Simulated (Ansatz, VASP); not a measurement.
Ti in VASP and in Ansatz

```
Ti
1.0
    -1.60818    1.64100    1.64100
     1.64100   -1.60818    1.64100
     1.64100    1.64100   -1.60818
Ti
1
Direct
  0.00000 0.00000 0.00000
```

Change from the starting cell: equal xy, yz and zx shear strains of +2 %, crystal datasets.

Alike in both runs: task electric field gradients; functional PBEsol; k mesh 17 × 17 × 17; occupations fermi-dirac, width 0.08 eV; no spin polarisation.

|  | VASP | Ansatz |
| --- | --- | --- |
| version | VASP 6.6.1 | Ansatz 0.2.0 |
| potentials or method | VASP PAW PBE potentials, release 64 (Ti_sv), cutoff 400 eV | all-electron PAW with datasets made for the crystal, scalar-relativistic |

```tsv
	VASP	Ansatz	Ansatz less VASP
pressure (GPa)	-7.3	-6.5	+0.80
traceless stress, the component that is largest in VASP (GPa)	-0.82	-0.81	+0.004
size of Vzz on the site where it differs most (V/Å²)	7.9	7.9	-0.07
```

VASP's potentials were made for PBE, not for PBEsol. Ansatz ran all-electron here, and VASP with PAW potentials.
